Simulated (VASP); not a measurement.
# Zn (P6_3/mmc) in VASP: notebook

Runs on Zn. Level: LDA. Tasks: single point.

Everything below comes from runs of VASP 6.6.1. Logs are shortened: lines on timing, memory, paths and dates and some standing lists are left out, and cuts for length are marked.

### 1 The cell of the first run

Symmetry: P6_3/mmc, No. 194, hexagonal system. The conventional cell has a = 2.571 Å, b = 2.571 Å, c = 4.736 Å, α = 90.00°, β = 90.00°, γ = 120.00°. Within 3.4 Å of Zn (site symmetry -6m2) lie 12 Zn at 2.57 to 2.79 Å.

### 2 Single point, LDA

Input file INCAR:

```
ALGO = Normal ; EDIFF = 1E-6
ENCUT = 520 ; ISIF = 2
ISMEAR = -1 ; LASPH = T
LCHARG = F ; LREAL = F
LWAVE = F ; NBANDS = 19
NELM = 80 ; PREC = Accurate
SIGMA = 0.1
```

Input file KPOINTS:

```
k-points
0
Gamma
  20 20 10
```

Input file POSCAR:

```
Zn
1.0
    2.5709734941      0.0000000000      0.0000000000
   -1.2854867470      2.2265283583      0.0000000000
    0.0000000000      0.0000000000      4.7361908757
Zn
2
Direct
    0.3333333333      0.6666666667      0.2500000000
    0.6666666667      0.3333333333      0.7500000000
```

Potentials or basis: VASP PAW LDA potentials, release 64 (Zn).

Launch:

```
$ cat potpaw_LDA.64/Zn/POTCAR > POTCAR
$ mpirun -np 1 vasp_std > vasp.out
```

OUTCAR:

```text
EDIFF = 1E-6
   ENCUT = 520
   ISIF = 2
   ISMEAR = -1
   LASPH = T
   LREAL = F
   NELM = 80
   PREC = Accurate

 ion  position               nearest neighbor table
   1  0.333  0.667  0.250-   2 2.79   2 2.79   2 2.79   2 2.79   2 2.79   2 2.79
   2  0.667  0.333  0.750-   1 2.79   1 2.79   1 2.79   1 2.79   1 2.79   1 2.79

  LATTYP: Found a hexagonal cell.
 ALAT       =     2.5709734941
 C/A-ratio  =     1.8421780258

  Lattice vectors:

 A1 = (   2.5709734941,   0.0000000000,   0.0000000000)
 A2 = (  -1.2854867470,   2.2265283583,   0.0000000000)
 A3 = (   0.0000000000,   0.0000000000,   4.7361908757)

Analysis of symmetry for initial positions (statically):
=====================================================================
 Subroutine PRICEL returns:
 Original cell was already a primitive cell.

 Routine SETGRP: Setting up the symmetry group for a
 hexagonal supercell.

 Subroutine GETGRP returns: Found 24 space group operations
 (whereof 12 operations were pure point group operations)
 out of a pool of 24 trial point group operations.

The static configuration has the point symmetry D_3d.
 The point group associated with its full space group is D_6h.

Analysis of symmetry for dynamics (positions and initial velocities):
=====================================================================
 Subroutine PRICEL returns:
 Original cell was already a primitive cell.

 Routine SETGRP: Setting up the symmetry group for a
 hexagonal supercell.

 Subroutine GETGRP returns: Found 24 space group operations
 (whereof 12 operations were pure point group operations)
 out of a pool of 24 trial point group operations.

The dynamic configuration has the point symmetry D_3d.
 The point group associated with its full space group is D_6h.

 Subroutine INISYM returns: Found 24 space group operations
 (whereof 12 operations are pure point group operations),
 and found     1 'primitive' translations

----------------------------------------------------------------------------------------

                                     Primitive cell

  volume of cell :      27.1116

  direct lattice vectors                    reciprocal lattice vectors
     2.570973494  0.000000000  0.000000000     0.388957724  0.224564847  0.000000000
[... 75 lines left out ...]
   NGXF,Y,Z  is equivalent  to a cutoff of  25.87, 25.87, 25.27 a.u.
 SYSTEM =  unknown system
   PREC   = accura    normal or accurate (medium, high low for compatibility)
   ISTART =      0    job   : 0-new  1-cont  2-samecut
   ICHARG =      2    charge: 1-file 2-atom 10-const
   ISPIN  =      1    spin polarized calculation?
   LNONCOLLINEAR =      F non collinear calculations
   LSORBIT =      F    spin-orbit coupling
   LASPH  =      T    aspherical Exc in radial PAW
   ENCUT  =  520.0 eV  38.22 Ry    6.18 a.u.   4.78  4.78  8.81*2*pi/ulx,y,z
   NELM   =     80;   NELMIN=  2; NELMDL= -5     # of ELM steps
   EDIFF  = 0.1E-05   stopping-criterion for ELM
   LREAL  =      F    real-space projection
   EDIFFG = 0.1E-04   stopping-criterion for IOM
   NSW    =      0    number of steps for IOM
   IBRION =     -1    ionic relax: 0-MD 1-quasi-New 2-CG
   NFREE  =      0    steps in history (QN), initial steepest desc. (CG)
   ISIF   =      2    stress and relaxation
   ISYM   =      2    0-nonsym 1-usesym 2-fastsym
   POTIM  = 0.5000    time-step for ionic-motion
   TEBEG  =    0.0;   TEEND  =   0.0 temperature during run
   PSTRESS=    0.0 pullay stress
   NELECT =      24.0000    total number of electrons
   NUPDOWN=      -1.0000    fix difference up-down
   EMIN   =  10.00;   EMAX   =-10.00  energy-range for DOS
   EFERMI =   0.00;   METHOD = LEGACY
   ISMEAR =    -1;   SIGMA  =   0.10  broadening in eV -4-tet -1-fermi 0-gaus
   EFERMI_NEDOS =   21; number of points for ismear=-14 and -15
   IALGO  =     38    algorithm
   IMIX   =      4    mixing-type and parameters
     AMIX     =   0.40;   BMIX     =  1.00
     AMIX_MAG =   1.60;   BMIX_MAG =  1.00
  volume/ion in A,a.u.               =      13.56        91.48
  Fermi-wavevector in a.u.,A,eV,Ry     =   1.571907  2.970474 33.618530  2.470892
  Thomas-Fermi vector in A             =   2.673421
   LORBIT       =      0    0 simple, 1 ext, 2 COOP (PROOUT), +10 PAW based schemes
   GGA     = CA    functional components
   LHFCALC =     F    Hartree Fock is set to
   AEXX    =    0.0000 exact exchange contribution
   IVDW    =     0    specifies the selected vdW correction
   LEPSILON=     F    determine dielectric tensor
   LRPA    =     F    only Hartree local field effects (RPA)
 non-spin polarized calculation
  energy-cutoff  :      520.00
  volume of cell :       27.11
 maximum number of plane-waves:       750
 NGX is ok and might be reduce to    20
   NGX =  9   NGY =  9   NGZ = 17

 number of electron      23.9999991 magnetization

 Free energy of the ion-electron system (eV)
  ---------------------------------------------------
  ext. energy  EPLUGINS =         0.00000000
  ---------------------------------------------------
  free energy    TOTEN  =        -3.75539431 eV

  energy without entropy =       -3.74024425  energy(sigma->0) =       -3.74781928

 E-fermi :   3.7235     XC(G=0): -12.5123

 val. band max:        3.6986137699   @ k =   0.3500   0.2500   0.4000
 cond. band min:       3.7506926940   @ k =   0.3500   0.0500   0.0000
 fundamental gap:      0.0520789241
 Fermi energy:         3.7234880307

 k-point     1 :       0.0000    0.0000    0.0000
  band No.  band energies     occupation
      1      -7.5994      2.00000
      2      -5.4676      2.00000
      3      -4.5944      2.00000
      4      -4.3213      2.00000
      5      -4.3213      2.00000
      6      -4.2560      2.00000
[... 505 lines left out ...]
      6      -4.2276      2.00000
[... 11 lines left out ...]
     18      19.5144      0.00000
     19      20.3920      0.00000

 [... further k-points ...]
[... 5 lines left out ...]
  --------------------------------------------------------------------------------------
  -------------------------------------------------------------------------------------
  Total        0.1739397      0.1739397      0.0484387      0.0000000     -0.0000000     -0.0000000
  in kB       10.2790811     10.2790811      2.8625177      0.0000000     -0.0000000     -0.0000000
  external PRESSURE =       7.8068933 kB  Pullay stress =       0.0000000 kB

 VOLUME and BASIS-vectors are now :
 -----------------------------------------------------------------------------
  energy-cutoff  :      520.00
  volume of cell :       27.11
      direct lattice vectors                 reciprocal lattice vectors
     2.570973494  0.000000000  0.000000000     0.388957724  0.224564847  0.000000000
    -1.285486747  2.226528358  0.000000000     0.000000000  0.449129694  0.000000000
     0.000000000  0.000000000  4.736190876     0.000000000  0.000000000  0.211140139

 POSITION                                       TOTAL-FORCE (eV/Angst)
 -----------------------------------------------------------------------------------
     -0.00000      1.48435      1.18405         0.000000      0.000000      0.000000
      1.28549      0.74218      3.55214        -0.000000     -0.000000      0.000000
 -----------------------------------------------------------------------------------
    total drift:                                0.000000     -0.000000      0.000000

  FREE ENERGIE OF THE ION-ELECTRON SYSTEM (eV)
  ---------------------------------------------------
  free  energy   TOTEN  =        -3.7553943090 eV

  energy  without entropy=       -3.7402442523  energy(sigma->0) =       -3.74781928
```

It took 37 s on 1 thread of Intel Xeon 6975P-C (Granite Rapids), shared host; peak memory 0.21 GiB.

What came out:

| Quantity | Value |
| --- | --- |
| Free energy | -3.7554 eV |
| Pressure | 0.8 GPa |
| Band gap on the k mesh | zero (band 12 reaches 5.20 eV, above the bottom of band 13 at 0.86 eV) |

Levels at points of the mesh, in eV from the Fermi level:
```
           k point  band 10  band 11  band 12  band 13  band 14  band 15
(0.00, 0.00, 0.00)    -7.32    -7.32    -4.13    -2.86    14.93    18.72
(0.50, 0.00, 0.00)    -7.09    -3.19    -2.26     2.96     3.69     4.82
(0.00, 0.00, 0.50)    -7.43    -7.43    -7.43     5.15     5.15    20.16
(0.50, 0.00, 0.50)    -7.10    -2.20    -2.20     0.36     0.36    11.00
```

### 3 Single point, LDA

Input file INCAR:

```
PREC = Accurate ; ENCUT = 520
EDIFF = 1E-6 ; ISMEAR = -1
SIGMA = 0.1 ; LREAL = F
LASPH = T ; NELM = 100
ALGO = Normal ; ISIF = 2
LWAVE = F ; LCHARG = F
NBANDS = 19
```

Input file KPOINTS:

```
regular mesh
0
Gamma
  23 23 11
```

POSCAR is that of step 2.

Potentials or basis: VASP PAW LDA potentials, release 64 (Zn).

Launch:

```
$ cat potpaw_LDA.64/Zn/POTCAR > POTCAR
$ mpirun -np 1 vasp_std > vasp.out
```

Run time: 2.8 min. Hardware: 1 thread of AMD EPYC 7R13, shared host; peak memory 0.21 GiB.

It converged, with:

* Free energy: -3.7580 eV
* Pressure: 0.8 GPa
* Band gap on the k mesh: zero (band 12 reaches 5.49 eV, above the bottom of band 13 at 0.86 eV)

Stress tensor (GPa, compression positive):
```
0.91 0.00 0.00
0.00 0.91 0.00
0.00 0.00 0.48
```

Levels at points of the mesh, in eV from the Fermi level:
```csv
k point,band 8,band 9,band 10,band 11,band 12,band 13,band 14,band 15,band 16,band 17
"(0.00, 0.00, 0.00)",-7.62,-7.62,-7.35,-7.35,-4.16,-2.89,14.90,18.69,18.69,18.75
```

### 4 Single point, LDA (volume scaled by 1.08)

INCAR is that of step 3.

Input file KPOINTS:

```
Automatic mesh
0
Gamma
  23 23 11
```

Input file POSCAR:

```
Zn
1.0
    2.6377817015      0.0000000000      0.0000000000
   -1.3188908508      2.2843859632      0.0000000000
    0.0000000000      0.0000000000      4.8592634806
Zn
2
Direct
    0.3333333333      0.6666666667      0.2500000000
    0.6666666667      0.3333333333      0.7500000000
```

Potentials or basis: VASP PAW LDA potentials, release 64 (Zn).

Launch:

```
$ cat potpaw_LDA.64/Zn/POTCAR > POTCAR
$ mpirun -np 1 vasp_std > vasp.out
```

OUTCAR:

```text
PREC = Accurate
   ENCUT = 520
   EDIFF = 1E-6
   ISMEAR = -1
   LREAL = F
   LASPH = T
   NELM = 100
   ISIF = 2

 ion  position               nearest neighbor table
   1  0.333  0.667  0.250-   2 2.87   2 2.87   2 2.87   2 2.87   2 2.87   2 2.87
   2  0.667  0.333  0.750-   1 2.87   1 2.87   1 2.87   1 2.87   1 2.87   1 2.87

  LATTYP: Found a hexagonal cell.
 ALAT       =     2.6377817015
 C/A-ratio  =     1.8421780232

  Lattice vectors:

 A1 = (   2.6377817015,   0.0000000000,   0.0000000000)
 A2 = (  -1.3188908508,   2.2843859632,   0.0000000000)
 A3 = (   0.0000000000,   0.0000000000,   4.8592634806)

Analysis of symmetry for initial positions (statically):
=====================================================================
 Subroutine PRICEL returns:
 Original cell was already a primitive cell.

 Routine SETGRP: Setting up the symmetry group for a
 hexagonal supercell.

 Subroutine GETGRP returns: Found 24 space group operations
 (whereof 12 operations were pure point group operations)
 out of a pool of 24 trial point group operations.

The static configuration has the point symmetry D_3d.
 The point group associated with its full space group is D_6h.

Analysis of symmetry for dynamics (positions and initial velocities):
=====================================================================
 Subroutine PRICEL returns:
 Original cell was already a primitive cell.

 Routine SETGRP: Setting up the symmetry group for a
 hexagonal supercell.

 Subroutine GETGRP returns: Found 24 space group operations
 (whereof 12 operations were pure point group operations)
 out of a pool of 24 trial point group operations.

The dynamic configuration has the point symmetry D_3d.
 The point group associated with its full space group is D_6h.

 Subroutine INISYM returns: Found 24 space group operations
 (whereof 12 operations are pure point group operations),
[... 104 lines left out ...]
   POTIM  = 0.5000    time-step for ionic-motion
   TEBEG  =    0.0;   TEEND  =   0.0 temperature during run
   PSTRESS=    0.0 pullay stress
   NELECT =      24.0000    total number of electrons
   NUPDOWN=      -1.0000    fix difference up-down
   EMIN   =  10.00;   EMAX   =-10.00  energy-range for DOS
   EFERMI =   0.00;   METHOD = LEGACY
   ISMEAR =    -1;   SIGMA  =   0.10  broadening in eV -4-tet -1-fermi 0-gaus
   EFERMI_NEDOS =   21; number of points for ismear=-14 and -15
   IALGO  =     38    algorithm
   IMIX   =      4    mixing-type and parameters
     AMIX     =   0.40;   BMIX     =  1.00
     AMIX_MAG =   1.60;   BMIX_MAG =  1.00
  volume/ion in A,a.u.               =      14.64        98.80
  Fermi-wavevector in a.u.,A,eV,Ry     =   1.532095  2.895239 31.937154  2.347315
  Thomas-Fermi vector in A             =   2.639348
   LORBIT       =      0    0 simple, 1 ext, 2 COOP (PROOUT), +10 PAW based schemes
   GGA     = CA    functional components
   LHFCALC =     F    Hartree Fock is set to
   AEXX    =    0.0000 exact exchange contribution
   IVDW    =     0    specifies the selected vdW correction
   LEPSILON=     F    determine dielectric tensor
   LRPA    =     F    only Hartree local field effects (RPA)
 non-spin polarized calculation
  energy-cutoff  :      520.00
  volume of cell :       29.28
 maximum number of plane-waves:       808
 NGX is ok and might be reduce to    20
   NGX =  9   NGY =  9   NGZ = 19

 number of electron      24.0000036 magnetization

 Free energy of the ion-electron system (eV)
  ---------------------------------------------------
  ext. energy  EPLUGINS =         0.00000000
  ---------------------------------------------------
  free energy    TOTEN  =        -3.71843193 eV

  energy without entropy =       -3.70356551  energy(sigma->0) =       -3.71099872

 E-fermi :   3.1650     XC(G=0): -12.0916

 val. band max:        3.1599026276   @ k =   0.1304   0.0435   0.1818
 cond. band min:       3.2029628459   @ k =   0.3478   0.2609   0.2727
 fundamental gap:      0.0430602183
 Fermi energy:         3.1649552276

 k-point     1 :       0.0000    0.0000    0.0000
  band No.  band energies     occupation
      1      -7.5506      2.00000
      2      -5.6762      2.00000
      3      -4.9337      2.00000
      4      -4.6978      2.00000
      5      -4.6978      2.00000
      6      -4.6420      2.00000
[... 505 lines left out ...]
      6      -4.5280      2.00000
[... 11 lines left out ...]
     18      21.3581      0.00000
     19      22.2636      0.00000

 [... further k-points ...]
[... 5 lines left out ...]
  --------------------------------------------------------------------------------------
  -------------------------------------------------------------------------------------
  Total       -1.2471344     -1.2471344     -0.8392829      0.0000000     -0.0000000      0.0000000
  in kB      -68.2409465    -68.2409465    -45.9240476      0.0000000     -0.0000000      0.0000000
  external PRESSURE =     -60.8019802 kB  Pullay stress =       0.0000000 kB

 VOLUME and BASIS-vectors are now :
 -----------------------------------------------------------------------------
  energy-cutoff  :      520.00
  volume of cell :       29.28
      direct lattice vectors                 reciprocal lattice vectors
     2.637781701  0.000000000  0.000000000     0.379106428  0.218877199  0.000000000
    -1.318890851  2.284385963  0.000000000     0.000000000  0.437754397  0.000000000
     0.000000000  0.000000000  4.859263481     0.000000000  0.000000000  0.205792504

 POSITION                                       TOTAL-FORCE (eV/Angst)
 -----------------------------------------------------------------------------------
     -0.00000      1.52292      1.21482        -0.000000      0.000000      0.000000
      1.31889      0.76146      3.64445         0.000000     -0.000000      0.000000
 -----------------------------------------------------------------------------------
    total drift:                               -0.000000      0.000000      0.000000

  FREE ENERGIE OF THE ION-ELECTRON SYSTEM (eV)
  ---------------------------------------------------
  free  energy   TOTEN  =        -3.7184319325 eV

  energy  without entropy=       -3.7035655094  energy(sigma->0) =       -3.71099872
```

stdout:

```text
POSCAR found type information on POSCAR Zn
 POSCAR found :  1 types and       2 ions
 scaLAPACK will be used
 LDA part: xc-table for (Slater(with rela. corr.)+CA(PZ))
 , standard interpolation
 POSCAR, INCAR and KPOINTS ok, starting setup
 FFT: planning ... GRIDC
 FFT: planning ... GRID_SOFT
 FFT: planning ... GRID
 WAVECAR not read
 entering main loop
```

It used 170 s of CPU time on 1 thread of AMD EPYC 7R13 Processor (Zen 3), with other jobs on the host.

What came out:

- Free energy: -3.7184 eV
- Pressure: -6.1 GPa
- Band gap on the k mesh: zero (band 12 reaches 4.83 eV, above the bottom of band 13 at 0.18 eV)

(Continued in part 2 of 2.)
